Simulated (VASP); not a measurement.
Write the native input for VASP 6.6.1 that does the following.

```
Task                   : single point
Functional             : PBEsol
Dispersion             : D4
Potentials or basis    : VASP PAW PBE potentials, release 64 (Hf_pv)
Cutoff                 : 520 eV
k mesh                 : 9 × 9 × 9
Occupations            : fermi-dirac, width 0.1 eV
Spin                   : no spin polarisation
Dipole correction      : no
Further INCAR settings : ALGO = Normal; EDIFF = 1e-06; NBANDS = 11
```

The structure of Hf lies in POSCAR:

```
Hf
1.0
    2.8568313139      0.0000000000      0.0000000000
    0.0000000000      2.8568313139      0.0000000000
    0.0000000000      0.0000000000      2.8568313139
Hf
1
Direct
    0.0000000000      0.0000000000      0.0000000000
```

One way to write it, as run:

INCAR

```
SYSTEM = Hf
ALGO = Normal ; EDIFF = 1E-6
ENCUT = 520 ; GGA = PS
ISIF = 2 ; ISMEAR = -1
IVDW = 13 ; LASPH = .TRUE.
LCHARG = .TRUE. ; LELF = .TRUE.
LREAL = .FALSE. ; LVHAR = .TRUE.
LWAVE = .FALSE. ; NBANDS = 11
NELM = 80 ; PREC = Accurate
SIGMA = 0.1
```

KPOINTS

```
k-points
0
G
  9 9 9
  0 0 0
```

Potentials or basis: VASP PAW PBE potentials, release 64 (Hf_pv).

The run is started by

```bash
$ cat potpaw_PBE.64/Hf_pv/POTCAR > POTCAR
$ mpirun -np 1 vasp_std > vasp.out
```

It gave:

```
Pressure                   : -0.2 GPa
Band gap on the k mesh     : zero (band 5 reaches 4.75 eV, above the bottom of band 6 at 2.49 eV)
Dispersion energy per atom : -0.117 eV
```

Caveat: the PAW data sets were made with another functional, which shifts forces and pressure a little; spin-orbit coupling is left out, which moves the levels of the heavy elements; pairwise dispersion overbinds metals, which lowers pressure and volume.

It took 4.2 s on 1 thread of Intel(R) Xeon(R) 6975P-C (Granite Rapids), with other jobs on the host, peak memory 0.14 GiB.
